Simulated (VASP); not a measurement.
A run of VASP 6.6.1:

Contents of INCAR:

```
SYSTEM = H17ClO8
  PREC = Accurate
  ENCUT = 520
  EDIFF = 1E-6
  ISMEAR = -1
  SIGMA = 0.02
  LREAL = .FALSE.
  LASPH = .TRUE.
  NELM = 120
  ALGO = Normal
  ISIF = 2
  LWAVE = .FALSE.
  LCHARG = .FALSE.
  GGA = PE
  IVDW = 12
  NBANDS = 55
  GGA_COMPAT = .FALSE.
```

The input KPOINTS:

```
regular mesh
0
G
  1 1 1
  0 0 0
```

Contents of POSCAR:

```
H17ClO8
1.0
    5.9164560000      0.0000000000      0.0000000000
    0.0000000000      5.6400690000      0.0000000000
    0.0000000000      0.0000000000      5.9409590000
O H Cl
8 17 1
Direct
    0.2145203142      0.9095456102      0.4363773593
    0.7788615347      0.0024822391      0.6425561934
    0.5553324490      0.7249734001      0.8857829182
    0.7148536218      0.4267500983      0.1924605102
    0.5950521731     -0.0396803656      0.2514240546
    0.4502695533      0.5681668079      0.5057769293
    0.1269509990      0.3462014383      0.2986723187
   -0.0866735086      0.4093035032      0.7145984344
    0.1537913913      1.0837101461      0.4022919532
    0.3797036604      0.9080739970      0.3579388446
    0.7354402703     -0.0310102589      0.4743173619
    0.7552156223      0.1793240473      0.6626371264
    0.4017438818      0.7628452772      0.9160473923
    0.6489695858      0.8540321049      0.7620991830
    0.6666997946      0.5210574551      0.0668073959
    0.8772312344      0.4338244798      0.2320669104
    0.5727415196     -0.1471435899      0.1091742932
    0.6242926509      0.1225339619      0.1938575910
    0.5684484090      0.5327062488      0.3993631331
    0.4912062221      0.5143376792      0.6591360082
    0.2520258749      0.4115552487      0.3964848099
    0.1994944271      0.2950141213      0.1658991419
   -0.0579400912      0.5623867368      0.6373213483
    0.0495228901      0.3750131426      0.7873812965
    0.2357154351     -0.0704778612      0.5982030847
    0.3357753358      0.1902990903      0.8877859618
```

Potentials or basis: VASP PAW PBE potentials, release 64 (O, H, Cl).

Launch:

```sh
$ cat potpaw_PBE.64/O/POTCAR potpaw_PBE.64/H/POTCAR potpaw_PBE.64/Cl/POTCAR > POTCAR
$ mpirun -np 1 vasp_gam > vasp.out
```

Hardware: 1 thread of AMD EPYC 7R13 Processor (Zen 3), with other jobs on the host.

Q: Estimate the wall time of this run.

A: Wall time 18 s on 1 thread of AMD EPYC 7R13 Processor (Zen 3) (shared host), peak memory 0.25 GiB. Counts: scf iterations 14, k points 1.
